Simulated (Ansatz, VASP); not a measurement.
ZrS2 in VASP and in Ansatz

File INCAR:

```
SYSTEM = ZrS2
PREC = Accurate
ENCUT = 400
EDIFF = 1E-6
ISMEAR = 0
SIGMA = 0.02
LREAL = .False.
LASPH = .True.
NELM = 120
ALGO = Normal
ISIF = 2
LWAVE = .False.
LCHARG = .False.
LDIPOL = .True.
IDIPOL = 3
DIPOL = 0.5 0.5 0.500
GGA = PE
IVDW = 12
NBANDS = 19
GGA_COMPAT = .False.
NELMDL = -8
```

File KPOINTS:

```
Automatic mesh
0
Gamma
  9 9 1
  0 0 0
```

POSCAR

```
ZrS2
1.0
    3.6490000000      0.0000000000      0.0000000000
   -1.8245000000      3.1601266984      0.0000000000
    0.0000000000      0.0000000000     31.8416303012
S Zr
2 1
Direct
    0.6666666667      0.3333333333      0.4506149658
    0.3333333333      0.6666666667      0.5493850342
    0.0000000000      0.0000000000      0.5000000000
```

Input for Ansatz:

```yaml
crystal:
  lattice:
    - [3.649, 0.0, 0.0]
    - [-1.8245, 3.1601266984, 0.0]
    - [0.0, 0.0, 31.8416303012]
  atoms:
    - { symbol: S, position: [0.6666666667, 0.3333333333, 0.4506149658] }
    - { symbol: Zr, position: [0.0, 0.0, 0.5] }
    - { symbol: S, position: [0.3333333333, 0.6666666667, 0.5493850342] }
  periodic: [true, true, false]
basis:
  ecutwfc: 420
kpoints:
  mp_grid: { grid: [9, 9, 1] }
hamiltonian:
  xc: pbe
  pseudopotentials: { kind: paw, azcp: { folder: soft_1 } }
  dispersion: d3bj
scf:
  occupations: { method: gaussian, width: 0.02 }
output:
  forces: true
  stress: true
  eigenvalues: true
```

Alike in both runs: task single point; functional PBE; dispersion D3(BJ); k mesh 9 × 9 × 1; occupations gaussian, width 0.02 eV; no spin polarisation.

|  | VASP | Ansatz |
| --- | --- | --- |
| version | VASP 6.6.1 | Ansatz 0.2.0 |
| potentials or method | VASP PAW PBE potentials, release 64 (S, Zr_sv), cutoff 400 eV | scalar-relativistic, plane waves, PAW |
| valence electrons in the cell | 24 | 24 |

Ansatz gave:

- gap on the k mesh at the Fermi level (eV): 0.78
- least direct gap on the mesh (eV): 1.60
- rms of the force components (eV/Å): 0.575

Estimate VASP's values.

gap on the k mesh at the Fermi level (eV): 0.78; least direct gap on the mesh (eV): 1.61; rms of the force components (eV/Å): 0.572.
